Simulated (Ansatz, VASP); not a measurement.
## One calculation of Co2Te, two programs

```
CELL_PARAMETERS angstrom
3.82852 0.00000 0.00000
-1.91426 3.31559 0.00000
0.00000 0.00000 7.59406
ATOMIC_POSITIONS crystal
Co 0.33333 0.66667 0.58310
Co 0.66667 0.33333 0.08310
Co 0.33333 0.66667 0.91690
Co 0.66667 0.33333 0.41690
Te 0.33333 0.66667 0.25000
Te 0.66667 0.33333 0.75000
```

Alike in both runs: functional PBE; k mesh 12 × 12 × 6; occupations gaussian, width 0.1 eV; no spin polarisation.

Ansatz relaxed the structure, and its values are those at the end. VASP's run is a single point on that final structure, the one shown.

|  | VASP | Ansatz |
| --- | --- | --- |
| version | VASP 6.6.1 | Ansatz 0.2.0 |
| potentials or method | VASP PAW PBE potentials, release 64 (Co, Te), cutoff 520 eV | scalar-relativistic, plane waves, PAW |
| valence electrons in the cell | 48 | 100 |

|  | VASP | Ansatz | Ansatz less VASP |
| --- | --- | --- | --- |
| gap on the k mesh at the Fermi level (eV) | none | none | - |
| pressure (GPa) | -0.1 | 0.0 | +0.11 |

A gap of «none» marks a metal or a gap that the smearing closes. The functional is the same, so the differences come from potentials, cutoffs and numerics. VASP's potentials hold 48 valence electrons a cell and Ansatz's 100, so a difference there can come from the potentials and not from the codes.

Spin-orbit coupling is off throughout.
